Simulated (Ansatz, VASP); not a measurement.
## One calculation of Be2ZnSe3, two programs

INCAR

```
PREC = Accurate ; ENCUT = 600
EDIFF = 1E-6 ; ISMEAR = 0
SIGMA = 0.1 ; LREAL = F
LASPH = T ; NELM = 100
ALGO = Normal ; ISIF = 3
LWAVE = F ; LCHARG = F
GGA = PE ; IBRION = 2
NSW = 80 ; EDIFFG = -0.025
```

File KPOINTS:

```
regular mesh
0
Gamma
  4 2 2
```

POSCAR

```
Be2ZnSe3
1.0
    3.8528018823     -0.0095227364      0.0594142804
   -0.0164939638      6.5240646374     -0.0022946456
    0.1464309569     -0.0032651031      9.3087727408
Be Zn Se
4 2 6
Direct
    0.0270603229     -0.0127522537      0.0160829566
    0.4972398088      0.5138777501     -0.0086848717
    0.4576340740      0.1744803102      0.3382068136
    1.0168643312      0.6727952142      0.3502333377
    1.0425244250      0.3293135972      0.6638509756
    0.5117286397      0.8126989028      0.6679864988
   -0.0063829564     -0.0002099467      0.7665643002
    0.4843326619      0.5035397990      0.7650346509
    0.9790188500      0.3404693452      0.3897912068
    0.4982951578      0.8433815457      0.3984951156
    0.4883947509      0.1672682546      0.0754353811
    1.0032899341      0.6551374814      0.0770036347
```

Input for Ansatz:

```yaml
crystal:
  lattice:
    - [3.8528018823, -0.0095227364, 0.0594142804]
    - [-0.0164939638, 6.5240646374, -0.0022946456]
    - [0.1464309569, -0.0032651031, 9.3087727408]
  atoms:
    - { symbol: Be, position: [0.0270603229, -0.0127522537, 0.0160829566] }
    - { symbol: Be, position: [0.4972398088, 0.5138777501, -0.0086848717] }
    - { symbol: Be, position: [0.457634074, 0.1744803102, 0.3382068136] }
    - { symbol: Be, position: [1.0168643312, 0.6727952142, 0.3502333377] }
    - { symbol: Zn, position: [1.042524425, 0.3293135972, 0.6638509756] }
    - { symbol: Zn, position: [0.5117286397, 0.8126989028, 0.6679864988] }
    - { symbol: Se, position: [-0.0063829564, -0.0002099467, 0.7665643002] }
    - { symbol: Se, position: [0.4843326619, 0.503539799, 0.7650346509] }
    - { symbol: Se, position: [0.97901885, 0.3404693452, 0.3897912068] }
    - { symbol: Se, position: [0.4982951578, 0.8433815457, 0.3984951156] }
    - { symbol: Se, position: [0.4883947509, 0.1672682546, 0.0754353811] }
    - { symbol: Se, position: [1.0032899341, 0.6551374814, 0.0770036347] }
basis:
  ecutwfc: 420
kpoints:
  mp_grid: { grid: [4, 2, 2] }
hamiltonian:
  xc: pbe
scf:
  occupations: { method: gaussian, width: 0.1 }
  lower_state_search: "off"
output:
  forces: true
  stress: true
  eigenvalues: true
relax:
  adjacent_minimum: "off"
  f_tol: 0.025
  max_steps: 60
  cell: { stress_tol: 0.25 }
```

Change from the starting cell: cell x2, atoms moved at random (sigma 0.1 Å) and cell strained at random (1.5 %), then relaxed without symmetry.

Alike in both runs: task relaxation of cell and atoms; functional PBE; k mesh 4 × 2 × 2; occupations gaussian, width 0.1 eV; no spin polarisation.

```csv
,VASP,Ansatz
version,VASP 6.6.1,Ansatz 0.2.0
potentials or method,"VASP PAW PBE potentials, release 64 (Be, Zn, Se), cutoff 600 eV","scalar-relativistic, plane waves, PAW"
valence electrons in the cell,68,128
```

|  | VASP | Ansatz | Ansatz less VASP |
| --- | --- | --- | --- |
| gap on the k mesh at the Fermi level, each at its own relaxed structure (eV) | 2.33 | 2.34 | +0.008 |
| relaxed volume (Å³/atom) | 19.44 | 19.39 | -0.053 |
| relaxed length of the cell vector where the two differ most in proportion (Å) | 9.337 | 9.328 | -0.0091 |

VASP's potentials hold 68 valence electrons a cell and Ansatz's 128, so a difference there can come from the potentials and not from the codes.

The k mesh is coarse, so the values compare programs but aren't converged.
